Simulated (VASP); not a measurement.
Wanted: the native input for a VASP 6.6.1 run.

```
Task                   : single point
Functional             : PBEsol
Potentials or basis    : VASP PAW PBE potentials, release 64 (Sn_d, O)
Cutoff                 : 520 eV
k mesh                 : 14 × 14 × 12
Occupations            : gaussian, width 0.1 eV
Spin                   : no spin polarisation
Dipole correction      : no
Further INCAR settings : ALGO = Normal; EDIFF = 1e-06; NBANDS = 28
```

The structure of SnO lies in POSCAR:

```
SnO
1.0
    3.8813998504      0.0000000000      0.0000000000
    0.0000000000      3.8813998504      0.0000000000
    0.0000000000      0.0000000000      4.6811866458
Sn O
2 2
Direct
    0.0000000000      0.5000000000      0.2402780493
    0.5000000000      0.0000000000      0.7597219507
    0.5000000000      0.5000000000      0.0000000000
    0.0000000000      0.0000000000      0.0000000000
```

This cell differs from its parent crystal: biaxial strain in the a-b plane: +2.0 %, then relaxed in part.

One way to write it, as run:

INCAR

```
PREC = Accurate ; ENCUT = 520
EDIFF = 1E-6 ; ISMEAR = 0
SIGMA = 0.1 ; LREAL = F
LASPH = T ; NELM = 80
ALGO = Normal ; ISIF = 2
LWAVE = F ; LCHARG = T
GGA = PS ; LELF = T
LVHAR = T ; NBANDS = 28
```

KPOINTS

```
regular mesh
0
Gamma
  14 14 12
```

Potentials or basis: VASP PAW PBE potentials, release 64 (Sn_d, O).

Run with:

```bash
$ cat potpaw_PBE.64/Sn_d/POTCAR potpaw_PBE.64/O/POTCAR > POTCAR
$ mpirun -np 1 vasp_std > vasp.out
```

Results of the run:

| Item | Value |
| --- | --- |
| Pressure | -1.9 GPa |
| Largest force | 0.081 eV/Å |
| Band gap on the k mesh | 0.22 eV (least direct gap 1.80 eV) |

Caveat: the cell differs from its parent crystal (biaxial strain in the a-b plane: +2.0 %, then relaxed in part); the PAW data sets were made with another functional, which shifts forces and pressure a little; spin-orbit coupling is left out, which moves the levels of the heavy elements.

Wall time 5.9 min on 1 thread of Intel(R) Xeon(R) Platinum 8488C (Sapphire Rapids), with other jobs on the host, peak memory 0.47 GiB.
